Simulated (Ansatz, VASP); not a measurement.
**One calculation of CdS, two programs**

POSCAR

```
CdS
1.0
    4.1688381000      0.0000000000      0.0000000000
   -2.0844190000      3.6103197000      0.0000000000
    0.0000000000      0.0000000000      6.7796174000
Cd S
2 2
Direct
    0.6666666700      0.3333333300      0.5002243700
    0.3333333300      0.6666666700      0.0002243700
    0.6666666700      0.3333333300      0.8767756300
    0.3333333300      0.6666666700      0.3767756300
```

INCAR.step1

```
SYSTEM = CdS
  ALGO = Normal
  EDIFF = 1E-4
  ENCUT = 600
  GGA = PE
  ISMEAR = 0
  LASPH = .True.
  LCHARG = .False.
  LREAL = .False.
  LWAVE = .True.
  NELM = 60
  PREC = Accurate
  SIGMA = 0.01
```

The input INCAR.step2:

```
SYSTEM = CdS
  ALGO = Normal
  EDIFF = 1E-6
  EDIFFG = -0.005
  ENCUT = 600
  IBRION = 2
  ISIF = 3
  ISMEAR = 0
  ISTART = 1
  LASPH = .True.
  LCHARG = .False.
  LMIXTAU = .True.
  LREAL = .False.
  LWAVE = .False.
  METAGGA = R2SCAN
  NELM = 60
  NSW = 80
  PREC = Accurate
  SIGMA = 0.01
```

KPOINTS

```
k-points
0
Gamma
  8 8 4
  0 0 0
```

Input for Ansatz:

```yaml
crystal:
  lattice:
    - [4.1688381, 0.0, 0.0]
    - [-2.084419, 3.6103197, 0.0]
    - [0.0, 0.0, 6.7796174]
  atoms:
    - { symbol: Cd, position: [0.66666667, 0.33333333, 0.50022437] }
    - { symbol: Cd, position: [0.33333333, 0.66666667, 0.00022437] }
    - { symbol: S, position: [0.66666667, 0.33333333, 0.87677563] }
    - { symbol: S, position: [0.33333333, 0.66666667, 0.37677563] }
basis:
  ecutwfc: 500
  xc_grid: 2
hamiltonian:
  xc: r2scan
  pseudopotentials: { kind: paw, azcp: { folder: soft_1 } }
kpoints:
  mp_grid: { grid: [8, 8, 4] }
scf:
  occupations: { method: fixed }
  max_iter: 100
relax:
  f_tol: 0.005
  max_steps: 60
  cell: {}
output:
  forces: true
  stress: true
checkpoint:
  write: "../cell.run"
  compress: false
  write_wavefunctions: false
  write_every: 100000
```

Alike in both runs: task relaxation of cell and atoms; functional r2SCAN; k mesh 8 × 8 × 4; no spin polarisation.

```csv
,VASP,Ansatz
version,VASP 6.6.1,Ansatz 0.2.0
potentials or method,"VASP PAW PBE potentials, release 64 (Cd, S), cutoff 600 eV",plane-wave PAW DFT
occupations,"gaussian, width 0.01 eV",fixed
valence electrons in the cell,36,52
```

```csv
,VASP,Ansatz,Ansatz less VASP
relaxed volume (Å³/atom),25.51,25.40,-0.110
relaxed cell length with the largest relative difference (Å),6.780,6.768,-0.0127
```

VASP's potentials were made for PBE, not for r2SCAN. VASP's potentials hold 36 valence electrons a cell and Ansatz's 52, so a difference there can come from the potentials and not from the codes.
